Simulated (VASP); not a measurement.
# AgCl (Fm-3m) in VASP: further runs, part 2 of 2

VASP 6.6.1.

**5. Relaxation of cell and atoms, r2SCAN, target pressure 2 GPa, at which the enthalpy is minimised**

This run uses another cell than the first one, of 21.31 Å³/atom.

POSCAR reads:

```
AgCl
1.0
    2.7726427127      2.7726427127      0.0000000000
   -2.7726427127      2.7726427127      0.0000000000
    0.0000000000      2.7726427127      2.7726427127
Ag Cl
1 1
Direct
    0.0000000000      0.0000000000      0.0000000000
    0.5000000000      0.5000000000      0.0000000000
```

INCAR.step1 reads:

```
PREC = Accurate ; ENCUT = 600
ISMEAR = 0 ; SIGMA = 0.01
LREAL = F ; LASPH = T
NELM = 100 ; GGA = PE
ALGO = Normal ; EDIFF = 1E-4
LWAVE = T ; LCHARG = F
```

INCAR.step2 reads:

```
PREC = Accurate ; ENCUT = 600
EDIFF = 1E-7 ; ISMEAR = 0
SIGMA = 0.01 ; LREAL = F
LASPH = T ; NELM = 100
ALGO = Normal ; ISIF = 3
LWAVE = F ; LCHARG = F
METAGGA = R2SCAN ; LMIXTAU = T
IBRION = 2 ; NSW = 100
EDIFFG = -0.002 ; PSTRESS = 20.0
ISTART = 1
```

KPOINTS reads:

```
regular mesh
0
Gamma
  8 8 8
```

Potentials or basis: VASP PAW PBE potentials, release 64 (Ag, Cl).

Command:

```sh
$ cat potpaw_PBE.64/Ag/POTCAR potpaw_PBE.64/Cl/POTCAR > POTCAR
$ cp INCAR.step1 INCAR
$ mpirun -np 1 vasp_std > vasp.out
$ cp INCAR.step2 INCAR
$ mpirun -np 1 vasp_std > vasp.out
```

OUTCAR:

```text
PREC = Accurate
   ENCUT = 600
   EDIFF = 1E-7
   ISMEAR = 0
   LREAL = F
   LASPH = T
   NELM = 100
   ISIF = 3
   METAGGA = R2SCAN
   IBRION = 2
   NSW = 100
   EDIFFG = -0.002
   PSTRESS = 20.0
   ISTART = 1

 ion  position               nearest neighbor table
   1  0.000  0.000  0.000-   2 2.77   2 2.77   2 2.77   2 2.77   2 2.77   2 2.77
   2  0.500  0.500  0.000-   1 2.77   1 2.77   1 2.77   1 2.77   1 2.77   1 2.77

  LATTYP: Found a face centered cubic cell.
 ALAT       =     5.5452854254

  Lattice vectors:

 A1 = (   0.0000000000,   2.7726427127,   2.7726427127)
 A2 = (   2.7726427127,   0.0000000000,   2.7726427127)
 A3 = (   2.7726427127,   2.7726427127,   0.0000000000)

Analysis of symmetry for initial positions (statically):
[... 185 lines left out ...]
      1     -12.2729      2.00000
      2       1.0963      2.00000
      3       1.0964      2.00000
      4       1.0964      2.00000
      5       1.1090      2.00000
      6       1.1090      2.00000
      7       1.1091      2.00000
      8       1.1602      2.00000
      9       1.1602      2.00000
     10       4.9670      0.00000
     11      14.8814      0.00000
     12      14.8814      0.00000
     13      14.8814      0.00000
[... 443 lines left out ...]
--------------------------------------- Ionic step        3  -------------------------------------------

 number of electron      17.9999998 magnetization

 Free energy of the ion-electron system (eV)
  ---------------------------------------------------
  ext. energy  EPLUGINS =         0.00000000
  ---------------------------------------------------
  free energy    TOTEN  =       -28.63497884 eV

  energy without entropy =      -28.63497884  energy(sigma->0) =      -28.63497884

 E-fermi :   4.0704     XC(G=0): -10.7148

 val. band max:        4.0223977403   @ k =   0.5000   0.0000   0.0000
 cond. band min:       5.4478640994   @ k =   0.0000   0.0000   0.0000
 fundamental gap:      1.4254663591
 Fermi energy:         4.0704376630

 k-point     1 :       0.0000    0.0000    0.0000
  band No.  band energies     occupation
      1     -12.0528      2.00000
      2       1.4146      2.00000
      3       1.4146      2.00000
      4       1.4146      2.00000
      5       1.4316      2.00000
      6       1.4316      2.00000
      7       1.4316      2.00000
      8       1.4839      2.00000
      9       1.4839      2.00000
     10       5.4479      0.00000
     11      15.3462      0.00000
     12      15.3462      0.00000
     13      15.3462      0.00000
[... 401 lines left out ...]
  energy  without entropy=      -28.6349788357  energy(sigma->0) =      -28.63497884

  enthalpy is  TOTEN    =       -28.1219119493 eV   P V=        0.5130668864

 reached required accuracy - stopping structural energy minimisation
```

Wall time 2.1 min (1 thread of Intel Xeon Platinum 8488C (Sapphire Rapids), shared host); peak memory 0.21 GiB.

What came out:

```
Free energy                                                : -28.6350 eV
Relaxed volume                                             : 20.55 Å³/atom
Relaxed cell                                               : a = 3.874 Å, b = 3.874 Å, c = 3.874 Å, α = 60.00°, β = 60.00°, γ = 90.00°
Space group after relaxing (to 0.1 Å)                      : Fm-3m (No. 225)
Energy change on relaxing (the run minimises the enthalpy) : +4.5 meV/atom
Ionic steps                                                : 3
Pressure after relaxing                                    : 2.0 GPa
Band gap on the k mesh                                     : 1.43 eV (least direct gap 3.84 eV)
```

The path:
| step | energy change (eV) | largest force (eV/Å) | pressure (GPa) | volume (Å³) |
| --- | --- | --- | --- | --- |
| 1 | 0.0000 | 0.0000 | -0.04 | 42.63 |
| 2 | 0.0106 | 0.0000 | 2.19 | 40.98 |
| 3 | 0.0090 | 0.0000 | 2.00 | 41.10 |

Final structure:
```cif
data_structure
_symmetry_space_group_name_H-M 'P 1'
_symmetry_Int_Tables_number 1
_cell_length_a 3.8737
_cell_length_b 3.8737
_cell_length_c 3.8737
_cell_angle_alpha 60.000
_cell_angle_beta 60.000
_cell_angle_gamma 90.000
_cell_volume 41.10
loop_
_atom_site_label
_atom_site_type_symbol
_atom_site_fract_x
_atom_site_fract_y
_atom_site_fract_z
_atom_site_occupancy
Ag1 Ag 0.00000 0.00000 0.00000 1
Cl1 Cl 0.50000 0.50000 0.00000 1
```

Caveat: the cell is relaxed towards a set pressure, so the run minimises the enthalpy, not the energy; the PAW data sets were made with another functional, which shifts forces and pressure a little.

**6. Relaxation of cell and atoms, r2SCAN, target pressure 4 GPa, at which the enthalpy is minimised**

This run uses another cell than the first one, of 21.31 Å³/atom.

POSCAR is that of step 5.

INCAR.step1 reads:

```
SYSTEM = AgCl
  ALGO = Normal
  EDIFF = 1E-4
  ENCUT = 600
  GGA = PE
  ISMEAR = 0
  LASPH = .TRUE.
  LCHARG = .FALSE.
  LREAL = .FALSE.
  LWAVE = .TRUE.
  NELM = 100
  PREC = Accurate
  SIGMA = 0.01
```

INCAR.step2 reads:

```
SYSTEM = AgCl
  ALGO = Normal
  EDIFF = 1E-6
  EDIFFG = -0.002
  ENCUT = 600
  IBRION = 2
  ISIF = 3
  ISMEAR = 0
  ISTART = 1
  LASPH = .TRUE.
  LCHARG = .FALSE.
  LMIXTAU = .TRUE.
  LREAL = .FALSE.
  LWAVE = .FALSE.
  METAGGA = R2SCAN
  NELM = 100
  NSW = 100
  PREC = Accurate
  PSTRESS = 40.0
  SIGMA = 0.01
```

KPOINTS reads:

```
k-points
0
G
  8 8 8
  0 0 0
```

Potentials or basis: VASP PAW PBE potentials, release 64 (Ag, Cl).

Command:

```sh
$ cat potpaw_PBE.64/Ag/POTCAR potpaw_PBE.64/Cl/POTCAR > POTCAR
$ cp INCAR.step1 INCAR
$ mpirun -np 1 vasp_std > vasp.out
$ cp INCAR.step2 INCAR
$ mpirun -np 1 vasp_std > vasp.out
```

Run time: 4.3 min. Hardware: 1 thread of Intel Xeon Platinum 8488C (Sapphire Rapids), shared host; peak memory 0.21 GiB.

Results (log left out):

| Quantity | Value |
| --- | --- |
| Free energy | -28.6123 eV |
| Relaxed volume | 19.94 Å³/atom |
| Relaxed cell | a = 3.835 Å, b = 3.835 Å, c = 3.835 Å, α = 60.00°, β = 60.00°, γ = 90.00° |
| Space group after relaxing (to 0.1 Å) | Fm-3m (No. 225) |
| Energy change on relaxing (the run minimises the enthalpy) | +15.8 meV/atom |
| Ionic steps | 17 |
| Pressure after relaxing | 4.0 GPa |
| Band gap on the k mesh | 1.43 eV (least direct gap 3.96 eV) |

Step by step:
| step | energy change (eV) | largest force (eV/Å) | pressure (GPa) | volume (Å³) |
| --- | --- | --- | --- | --- |
| 1 | 0.0000 | 0.0000 | -0.04 | 42.63 |
| 2 | 0.0448 | 0.0000 | 4.87 | 39.40 |
| 3 | 0.0318 | 0.0000 | 4.02 | 39.87 |
| 4 | 0.0305 | 0.0000 | 3.92 | 39.92 |
| 5 | 0.0305 | 0.0000 | 3.91 | 39.92 |
| 6 | 0.0306 | 0.0000 | 3.92 | 39.92 |
| 7 | 0.0306 | 0.0000 | 3.92 | 39.92 |
| 8 | 0.0306 | 0.0000 | 3.92 | 39.92 |
| 9 | 0.0306 | 0.0000 | 3.92 | 39.92 |
| 10 | 0.0306 | 0.0000 | 3.92 | 39.92 |
| 11 | 0.0306 | 0.0000 | 3.92 | 39.92 |
| 12 | 0.0307 | 0.0000 | 3.92 | 39.92 |
| 13 | 0.0308 | 0.0000 | 3.93 | 39.91 |
| 14 | 0.0309 | 0.0000 | 3.94 | 39.91 |
| 15 | 0.0312 | 0.0000 | 3.96 | 39.89 |
| 16 | 0.0319 | 0.0000 | 4.03 | 39.87 |
| 17 | 0.0316 | 0.0000 | 4.01 | 39.88 |

Final structure:
```
Ag Cl
1.0
     2.71166    2.71166    0.00000
    -2.71166    2.71166    0.00000
     0.00000    2.71166    2.71166
Ag Cl
1 1
Direct
  0.00000 0.00000 0.00000
  0.50000 0.50000 0.00000
```

Levels at points of the mesh, in eV from the valence-band top:
```tsv
k point	band 7	band 8	band 9	band 10	band 11	band 12
(0.00, 0.00, 0.00)	-2.73	-2.68	-2.68	1.43	11.31	11.31
(0.50, 0.00, 0.00)	-1.95	0.00	0.00	4.52	7.57	8.13
(0.50, 0.50, 0.00)	-2.17	-2.17	-2.00	2.81	8.26	9.50
```

Caveat: the cell is relaxed towards a set pressure, so the run minimises the enthalpy, not the energy; the PAW data sets were made with another functional, which shifts forces and pressure a little. A k mesh can miss the band edges.

**7. Summary**

```tsv
task	cell	cutoff (eV)	gap on the mesh (eV)	pressure (GPa)
single point	a = 3.981 Å, angles 60.0, 60.0, 90.0°, 2 atoms	520	1.43	-2.1
relaxation of cell and atoms	relaxed to -2 GPa from a = 3.921 Å, angles 60.0, 60.0, 90.0°, 2 atoms	600	1.43	-2.0
relaxation of cell and atoms	relaxed to 2 GPa from a = 3.921 Å, angles 60.0, 60.0, 90.0°, 2 atoms	600	1.43	2.0
relaxation of cell and atoms	relaxed to 4 GPa from a = 3.921 Å, angles 60.0, 60.0, 90.0°, 2 atoms	600	1.43	4.0
```

Alike in all rows: level r2SCAN; potentials or basis VASP PAW PBE potentials, release 64 (Ag, Cl); no spin polarisation; k mesh 8 × 8 × 8; smearing gaussian 0.01 eV.

Caveats: the PAW data sets were made with another functional, which shifts forces and pressure a little; the cell is relaxed towards a set pressure, so the run minimises the enthalpy, not the energy (at least some runs).

Absolute energies hang on the potentials; compare differences alone.
